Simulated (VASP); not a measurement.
A run of VASP 6.6.1:

File INCAR:

```
  PREC = Accurate
  ENCUT = 600
  EDIFF = 1E-7
  ISMEAR = 0
  SIGMA = 0.1
  LREAL = F
  LASPH = T
  NELM = 100
  ALGO = Normal
  ISIF = 3
  LWAVE = F
  LCHARG = F
  GGA = PE
  IBRION = 2
  NSW = 100
  EDIFFG = -0.01
```

KPOINTS

```
Automatic mesh
0
Gamma
  10 10 6
```

The input POSCAR:

```
ZnCdF4
1.0
    3.6855032737      0.0000000000      0.0000000000
    0.0000000000      3.6855032737      0.0000000000
    0.0000000000      0.0000000000      6.8389183805
Zn Cd F
1 1 4
Direct
    0.0000000000      0.0000000000      0.0000000000
    0.5000000000      0.5000000000      0.5000000000
    0.0000000000      0.0000000000      0.6747595523
    0.5000000000      0.0000000000      0.0000000000
    0.0000000000      0.5000000000      0.0000000000
    0.0000000000      0.0000000000      0.3252404477
```

Potentials or basis: VASP PAW PBE potentials, release 64 (Zn, Cd, F).

Run with:

```console
$ cat potpaw_PBE.64/Zn/POTCAR potpaw_PBE.64/Cd/POTCAR potpaw_PBE.64/F/POTCAR > POTCAR
$ mpirun -np 1 vasp_std > vasp.out
```

Hardware: 1 thread of Intel(R) Xeon(R) Platinum 8488C (Sapphire Rapids), on a shared host.

Question: How long does it take, and how much memory?

Answer: Wall time 25 min on 1 thread of Intel(R) Xeon(R) Platinum 8488C (Sapphire Rapids) (shared host), peak memory 0.42 GiB. Counts: scf iterations 66, k points 84, ion steps 8.
